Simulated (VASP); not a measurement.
Runs of VASP 6.6.1 on La. The structure is that of space group Im-3m (No. 229), or close to it. The cells are those of the table. This isn't the form of La at room conditions, which is double hcp.

| level | cell | gap on the mesh (eV) | pressure (GPa) |
| --- | --- | --- | --- |
| PBE | a = 2.945 Å, angles 109.5°, 1 atom | none | 47.9 |
| PBE | a = 3.221 Å, angles 109.5°, 1 atom | none | 16.3 |
| PBE | a = 2.807 Å, angles 109.5°, 1 atom | none | (a) |
| PBE | a = 3.342 Å, angles 109.5°, 1 atom | none | 10.2 |
| PBE+D3(BJ) | a = 3.342 Å, angles 109.5°, 1 atom | none | (b) |
| PBE | a = 3.089 Å, angles 109.5°, 1 atom | none | 27.1 |

Alike in all rows: task single point; potentials or basis VASP PAW PBE potentials, release 64 (La); no spin polarisation; k mesh 13 × 13 × 13; cutoff (eV) 520; smearing fermi-dirac 0.08 eV.

Question: Estimate the missing entries.

Answer: (a) 91.9; (b) 7.1.

Caveats: the cell stands under pressure; spin-orbit coupling is left out, which moves the levels of the heavy elements; three body term missing (at least some runs).

A k mesh can miss the band edges, and the runs leave out spin-orbit coupling on La.

A gap of «none» marks levels without a gap at the run's occupations.
